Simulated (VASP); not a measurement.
A run of VASP 6.6.1:

File INCAR:

```
ALGO = Normal
EDIFF = 1E-6
EDIFFG = -0.01
ENCUT = 600
GGA = PS
IBRION = 2
ISIF = 3
ISMEAR = -1
IVDW = 12
LASPH = T
LCHARG = F
LREAL = F
LWAVE = F
NELM = 100
NSW = 60
PREC = Accurate
SIGMA = 0.05
```

The input KPOINTS:

```
k-points
0
Gamma
  10 10 1
```

POSCAR

```
WS2
1.0
    3.1829541699      0.0000000000      0.0000000000
   -1.5914770850      2.7565191702      0.0000000000
    0.0000000000      0.0000000000     28.5322178600
W S
3 6
Direct
    0.6666666667      0.3333333333      0.4343616800
    0.6666666667      0.3333333333      0.8855337800
    0.0000000000      0.0000000000      0.6592864300
    0.6666666667      0.3333333333      0.6046252100
    0.0000000000      0.0000000000      0.3797102500
    0.0000000000      0.0000000000      0.8308482800
    0.6666666667      0.3333333333      0.7139522100
    0.0000000000      0.0000000000      0.4890304200
    0.0000000000      0.0000000000      0.9401857300
```

Potentials or basis: VASP PAW PBE potentials, release 64 (W_sv, S).

The run is started by

```bash
$ cat potpaw_PBE.64/W_sv/POTCAR potpaw_PBE.64/S/POTCAR > POTCAR
$ mpirun -np 1 vasp_std > vasp.out
```

Hardware: 1 thread of Intel(R) Xeon(R) 6975P-C (Granite Rapids), on a shared host.

Q: Estimate the wall time of this run.

A: It took 56 min on 1 thread of Intel(R) Xeon(R) 6975P-C (Granite Rapids) (shared host), peak memory 0.58 GiB. Counts: scf iterations 372, k points 14, ion steps 42.
